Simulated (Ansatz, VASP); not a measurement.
**Hf2N: VASP beside Ansatz**

File INCAR:

```
SYSTEM = Hf2N
PREC     = Accurate       ! precision mode
ENCUT    = 520            ! plane-wave cutoff, eV
EDIFF    = 1E-6           ! SCF threshold, eV
ISMEAR   = 0              ! smearing method
SIGMA    = 0.15           ! smearing width, eV
LREAL    = .FALSE.        ! projectors in reciprocal space
LASPH    = .TRUE.         ! aspherical terms in the spheres
NELM     = 100            ! most SCF steps
ALGO     = Normal         ! electronic algorithm
ISIF     = 2              ! what is computed and relaxed
LWAVE    = .FALSE.        ! write WAVECAR
LCHARG   = .TRUE.         ! write CHGCAR
GGA      = PS             ! functional
LELF     = .TRUE.         ! ELF
LVHAR    = .TRUE.       
NBANDS   = 34             ! bands
```

File KPOINTS:

```
regular mesh
0
G
  8 8 14
  0 0 0
```

POSCAR

```
Hf2N
1.0
    4.9848037605      0.0000000000      0.0000000000
    0.0000000000      4.9848037605      0.0000000000
    0.0000000000      0.0000000000      3.2047303377
Hf N
4 2
Direct
    0.2954631013      0.2954631013      0.0000000000
    0.7045368987      0.7045368987      0.0000000000
    0.7954631013      0.2045368987      0.5000000000
    0.2045368987      0.7954631013      0.5000000000
    0.0000000000      0.0000000000      0.0000000000
    0.5000000000      0.5000000000      0.5000000000
```

Input for Ansatz:

```yaml
crystal:
  lattice:
    - [4.9848037605, 0.0, 0.0]
    - [0.0, 4.9848037605, 0.0]
    - [0.0, 0.0, 3.2047303377]
  atoms:
    - { symbol: Hf, position: [0.2954631013, 0.2954631013, 0.0] }
    - { symbol: Hf, position: [0.7045368987, 0.7045368987, 0.0] }
    - { symbol: Hf, position: [0.7954631013, 0.2045368987, 0.5] }
    - { symbol: Hf, position: [0.2045368987, 0.7954631013, 0.5] }
    - { symbol: "N", position: [0.0, 0.0, 0.0] }
    - { symbol: "N", position: [0.5, 0.5, 0.5] }
basis:
  ecutwfc: 520.0
kpoints:
  mp_grid: { grid: [8, 8, 14] }
hamiltonian:
  xc: pbesol
  pseudopotentials: { kind: paw, azcp: { folder: soft_1 } }
scf:
  occupations: { method: gaussian, width: 0.15 }
output:
  forces: true
  stress: true
  eigenvalues: true
```

Alike in both runs: task single point; functional PBEsol; k mesh 8 × 8 × 14; occupations gaussian, width 0.15 eV; no spin polarisation.

```csv
,VASP,Ansatz
version,VASP 6.6.1,Ansatz 0.2.0
potentials or method,"VASP PAW PBE potentials, release 64 (Hf_pv, N), cutoff 520 eV","scalar-relativistic, plane waves, PAW"
valence electrons in the cell,50,114
```

VASP gave:

| Quantity | Value |
| --- | --- |
| gap on the k mesh at the Fermi level (eV) | none |
| rms of the force components (eV/Å) | 0.056 |

Q: What did Ansatz give for the same quantities?

A: gap on the k mesh at the Fermi level (eV): none; rms of the force components (eV/Å): 0.061.

VASP's potentials were made for PBE, not for PBEsol, and Ansatz warns of the same on its side. Atom by atom the forces differ by 0.005 eV/Å (rms over components). A gap of «none» marks a metal or a gap that the smearing closes. With one functional, cell and mesh, what is left measures potentials, basis and numerics. VASP's potentials hold 50 valence electrons a cell and Ansatz's 114, so a difference there can come from the potentials and not from the codes.

Neither program's run includes spin-orbit coupling.
